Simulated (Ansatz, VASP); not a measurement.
## Ba2HfC3 in VASP and in Ansatz

```
CELL_PARAMETERS angstrom
6.42132 0.00000 0.00000
-3.21066 5.56102 0.00000
0.00000 0.00000 3.46684
ATOMIC_POSITIONS crystal
Ba 0.66667 0.33333 0.00000
Ba 0.33333 0.66667 0.00000
Hf 0.00000 0.00000 0.00000
C 0.50000 0.50000 0.50000
C 0.50000 0.00000 0.50000
C 0.00000 0.50000 0.50000
```

Change from the starting cell: species swapped into the LaB2Ir3 type (P6/mmm, No. 191).

Alike in both runs: task single point; functional PBE; k mesh 3 × 3 × 6; occupations gaussian, width 0.1 eV; no spin polarisation.

|  | VASP | Ansatz |
| --- | --- | --- |
| version | VASP 6.6.1 | Ansatz 0.2.0 |
| potentials or method | VASP PAW PBE potentials, release 64 (Ba_sv, Hf_pv, C), cutoff 520 eV | scalar-relativistic, plane waves, PAW |
| valence electrons in the cell | 42 | 58 |

Ansatz gave:

- gap on the k mesh at the Fermi level (eV): none
- pressure (GPa): 4.8
- traceless stress, the component that is largest in VASP (GPa): 0.51

Q: What did VASP give for the same quantities?

A: gap on the k mesh at the Fermi level (eV): none; pressure (GPa): 7.6; traceless stress, the component that is largest in VASP (GPa): 1.39.

A gap of «none» marks a metal or a gap that the smearing closes. With one functional, cell and mesh, what is left measures potentials, basis and numerics. VASP's potentials hold 42 valence electrons a cell and Ansatz's 58, so a difference there can come from the potentials and not from the codes.

The k mesh is coarse, so the values compare programs but aren't converged. Neither program's run includes spin-orbit coupling.
